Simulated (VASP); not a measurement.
# B (P4_3) in VASP: notebook, part 2 of 2

VASP 6.6.1.

### 4 Single point, PBE

This run uses another cell than the first one, of 7.16 Å³/atom, 0.905 times its volume.

The input, INCAR:

```
SYSTEM = B
  ALGO = Normal
  EDIFF = 1E-7
  ENCUT = 520
  GGA = PE
  ISIF = 2
  ISMEAR = 0
  LASPH = .TRUE.
  LCHARG = .FALSE.
  LREAL = .FALSE.
  LWAVE = .FALSE.
  NBANDS = 22
  NELM = 80
  PREC = Accurate
  SIGMA = 0.1
```

The input, KPOINTS:

```
k-points
0
G
  4 4 6
  0 0 0
```

The input, POSCAR:

```
B
1.0
    4.3928394800      0.0000000000      0.0000000000
    0.0000000000      4.3928394800      0.0000000000
    0.0000000000      0.0000000000      2.9666095200
B
8
Direct
    0.9304124400      0.4206246800      0.1610747100
    0.0695875600      0.5793753200      0.6610747100
    0.5793753200      0.9304124400      0.9110747100
    0.4206246800      0.0695875600      0.4110747100
    0.1368851100      0.2049938400      0.7795018800
    0.8631148900      0.7950061600      0.2795018800
    0.7950061600      0.1368851100      0.5295018800
    0.2049938400      0.8631148900      0.0295018800
```

Potentials or basis: VASP PAW PBE potentials, release 64 (B).

On the command line:

```bash
cat potpaw_PBE.64/B/POTCAR > POTCAR
mpirun -np 1 vasp_std > vasp.out
```

OUTCAR:

```text
SYSTEM = B
   EDIFF = 1E-7
   ENCUT = 520
   GGA = PE
   ISIF = 2
   ISMEAR = 0
   LASPH = .TRUE.
   LREAL = .FALSE.
   NELM = 80
   PREC = Accurate

 ion  position               nearest neighbor table
   1  0.930  0.421  0.161-   6 1.71   5 1.73   2 1.75   2 1.75   7 1.76
   2  0.070  0.579  0.661-   5 1.71   6 1.73   1 1.75   1 1.75   8 1.76
   3  0.579  0.930  0.911-   8 1.71   7 1.73   4 1.75   4 1.75   6 1.76
   4  0.421  0.070  0.411-   7 1.71   8 1.73   3 1.75   3 1.75   5 1.76
   5  0.137  0.205  0.780-   7 1.70   8 1.70   2 1.71   1 1.73   4 1.76
   6  0.863  0.795  0.280-   7 1.70   8 1.70   1 1.71   2 1.73   3 1.76
   7  0.795  0.137  0.530-   5 1.70   6 1.70   4 1.71   3 1.73   1 1.76
   8  0.205  0.863  0.030-   5 1.70   6 1.70   3 1.71   4 1.73   2 1.76

  LATTYP: Found a simple tetragonal cell.
 ALAT       =     4.3928394800
 C/A-ratio  =     0.6753284598

  Lattice vectors:

 A1 = (   4.3928394800,   0.0000000000,   0.0000000000)
 A2 = (   0.0000000000,   4.3928394800,   0.0000000000)
 A3 = (   0.0000000000,   0.0000000000,   2.9666095200)

[... 192 lines left out ...]
 fundamental gap:      0.1031617538
 Fermi energy:         6.5182445478

 k-point     1 :       0.0000    0.0000    0.0000
  band No.  band energies     occupation
      1      -9.9788      2.00000
      2      -5.9758      2.00000
      3      -3.6936      2.00000
      4      -3.6936      2.00000
      5      -1.7735      2.00000
      6       1.2408      2.00000
[... 589 lines left out ...]
     21      16.0244      0.00000
     22      16.0244      0.00000

------------------------ aborting loop because EDIFF is reached ----------------------------------------

  FORCE on cell =-STRESS in cart. coord.  units (eV):
  Direction    XX          YY          ZZ          XY          YZ          ZX
  --------------------------------------------------------------------------------------
  -------------------------------------------------------------------------------------
  Total        9.1942571      9.1942571      7.1910896     -0.0000007      0.0000000      0.0000000
  in kB      257.3215584    257.3215584    201.2584997     -0.0000191      0.0000000      0.0000000
  external PRESSURE =     238.6338722 kB  Pullay stress =       0.0000000 kB

 VOLUME and BASIS-vectors are now :
 -----------------------------------------------------------------------------
  energy-cutoff  :      520.00
  volume of cell :       57.25
      direct lattice vectors                 reciprocal lattice vectors
     4.392839480  0.000000000  0.000000000     0.227643192  0.000000000  0.000000000
     0.000000000  4.392839480  0.000000000     0.000000000  0.227643192  0.000000000
     0.000000000  0.000000000  2.966609520     0.000000000  0.000000000  0.337085145

 POSITION                                       TOTAL-FORCE (eV/Angst)
 -----------------------------------------------------------------------------------
      4.08715      1.84774      0.47785        -0.775668     -0.463825      1.655023
      0.30569      2.54510      1.96115         0.775668      0.463825      1.655023
      2.54510      4.08715      2.70280         0.463825     -0.775668      1.655023
      1.84774      0.30569      1.21950        -0.463825      0.775668      1.655023
      0.60131      0.90051      2.31248        -1.083947      2.389458     -1.655023
      3.79153      3.49233      0.82917         1.083947     -2.389458     -1.655023
      3.49233      0.60131      1.57083        -2.389458     -1.083947     -1.655023
      0.90051      3.79153      0.08752         2.389458      1.083947     -1.655023
 -----------------------------------------------------------------------------------
    total drift:                                0.000000     -0.000000      0.000010

  FREE ENERGIE OF THE ION-ELECTRON SYSTEM (eV)
  ---------------------------------------------------
  free  energy   TOTEN  =       -46.1504299926 eV

  energy  without entropy=      -46.1420440970  energy(sigma->0) =      -46.14623704
```

OSZICAR:

```text
N       E                     dE             d eps       ncg     rms          rms(c)
DAV:   1     0.485765821324E+02    0.48577E+02   -0.11405E+04  1056   0.100E+03
DAV:   2    -0.452965106647E+02   -0.93873E+02   -0.89212E+02  1416   0.200E+02
DAV:   3    -0.488441592697E+02   -0.35476E+01   -0.35033E+01  1384   0.324E+01
DAV:   4    -0.488687934203E+02   -0.24634E-01   -0.24620E-01  1286   0.284E+00
DAV:   5    -0.488690310262E+02   -0.23761E-03   -0.23759E-03  1384   0.273E-01    0.868E+00
DAV:   6    -0.466604836974E+02    0.22085E+01   -0.32652E+00  1194   0.813E+00    0.469E+00
DAV:   7    -0.461814446402E+02    0.47904E+00   -0.81287E-01  1290   0.449E+00    0.181E+00
DAV:   8    -0.461484665667E+02    0.32978E-01   -0.10555E-01  1376   0.177E+00    0.475E-01
DAV:   9    -0.461501100331E+02   -0.16435E-02   -0.75232E-03  1236   0.483E-01    0.878E-02
DAV:  10    -0.461503570358E+02   -0.24700E-03   -0.61880E-04  1364   0.128E-01    0.289E-02
DAV:  11    -0.461504265180E+02   -0.69482E-04   -0.14522E-04  1254   0.625E-02    0.844E-03
DAV:  12    -0.461504286023E+02   -0.20843E-05   -0.67902E-06  1412   0.138E-02    0.348E-03
DAV:  13    -0.461504299622E+02   -0.13599E-05   -0.27540E-06  1244   0.870E-03    0.804E-04
DAV:  14    -0.461504299926E+02   -0.30360E-07   -0.38549E-08   966   0.122E-03
   1 F= -.46150430E+02 E0= -.46146237E+02  d E =-.838590E-02
```

stdout:

```text
POSCAR found type information on POSCAR B
 POSCAR found :  1 types and       8 ions
 scaLAPACK will be used
 LDA part: xc-table for (Slater+PW92), standard interpolation
 POSCAR, INCAR and KPOINTS ok, starting setup
 FFT: planning ... GRIDC
 FFT: planning ... GRID_SOFT
 FFT: planning ... GRID
 WAVECAR not read
 entering main loop
```

Wall time 25 s (1 thread of Intel Xeon 6975P-C, shared host); peak memory 0.17 GiB.

Results:

```
Free energy            : -46.1504 eV
Pressure               : 23.9 GPa
Largest force          : 3.102 eV/Å
Band gap on the k mesh : zero (band 12 reaches 7.41 eV, above the bottom of band 13 at 5.51 eV)
```

Forces in eV/Å, atoms in the order of the input:
```
B   -0.776 -0.464  1.655
B    0.776  0.464  1.655
B    0.464 -0.776  1.655
B   -0.464  0.776  1.655
B   -1.084  2.389 -1.655
B    1.084 -2.389 -1.655
B   -2.389 -1.084 -1.655
B    2.389  1.084 -1.655
```

Caveat: forces of over 1 eV/Å act on the atoms, so gaps and moduli don't describe the material at rest.

### 5 Overview

```tsv
task	cell	cutoff (eV)	gap on the mesh (eV)	pressure (GPa)	largest force (eV/Å)
single point	a = 4.580, b = 4.580, c = 3.017 Å, 8 atoms	520	none	0.4	0.02
relaxation of cell and atoms	relaxed from a = 4.393, b = 4.393, c = 2.967 Å, 8 atoms	600	none	-0.1	0.04
single point	a = 4.393, b = 4.393, c = 2.967 Å, 8 atoms	520	none	23.9	3.10
```

Alike in all rows: level PBE; potentials or basis VASP PAW PBE potentials, release 64 (B); no spin polarisation; k mesh 4 × 4 × 6; smearing gaussian 0.1 eV.

Caveats: forces of over 1 eV/Å act on the atoms, so gaps and moduli don't describe the material at rest (some runs).

Total energies depend on the potentials used, so only differences within one code and one set of settings carry meaning.
